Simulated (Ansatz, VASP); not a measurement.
# One calculation of SrCl2, two programs

Contents of INCAR:

```
PREC = Accurate
ENCUT = 520
EDIFF = 1E-7
ISMEAR = 0
SIGMA = 0.05
LREAL = F
LASPH = T
NELM = 80
ALGO = Normal
ISIF = 2
LWAVE = F
LCHARG = T
GGA = PE
LELF = T
LVHAR = T
NBANDS = 19
```

The input KPOINTS:

```
Automatic mesh
0
Gamma
  8 8 8
```

File POSCAR:

```
SrCl2
1.0
    0.0000000000      3.4969770152      3.4969770152
    3.4969770152      0.0000000000      3.4969770152
    3.4969770152      3.4969770152      0.0000000000
Sr Cl
1 2
Direct
    0.0000000000      0.0000000000      0.0000000000
    0.2500000000      0.2500000000      0.2500000000
    0.7500000000      0.7500000000      0.7500000000
```

Input for Ansatz:

```yaml
crystal:
  lattice:
    - [0.0, 3.4969770152, 3.4969770152]
    - [3.4969770152, 0.0, 3.4969770152]
    - [3.4969770152, 3.4969770152, 0.0]
  atoms:
    - { symbol: Sr, position: [0.0, 0.0, 0.0] }
    - { symbol: Cl, position: [0.25, 0.25, 0.25] }
    - { symbol: Cl, position: [0.75, 0.75, 0.75] }
basis:
  ecutwfc: 420
  ecutrho_ratio: 4
kpoints:
  mp_grid: { grid: [8, 8, 8] }
hamiltonian:
  xc: pbe
scf:
  occupations: { method: gaussian, width: 0.05 }
output:
  forces: true
  stress: true
  eigenvalues: true
```

Alike in both runs: task single point; functional PBE; k mesh 8 × 8 × 8; occupations gaussian, width 0.05 eV; no spin polarisation.

|  | VASP | Ansatz |
| --- | --- | --- |
| version | VASP 6.6.1 | Ansatz 0.2.0 |
| potentials or method | VASP PAW PBE potentials, release 64 (Sr_sv, Cl), cutoff 520 eV | scalar-relativistic, plane waves, PAW |
| valence electrons in the cell | 24 | 24 |

```csv
,VASP,Ansatz,Ansatz less VASP
gap on the k mesh at the Fermi level (eV),5.31,5.31,+0.005
least direct gap on the mesh (eV),5.51,5.51,+0.003
pressure (GPa),0.8,0.7,-0.08
```

The functional is the same, so the differences come from potentials, cutoffs and numerics.
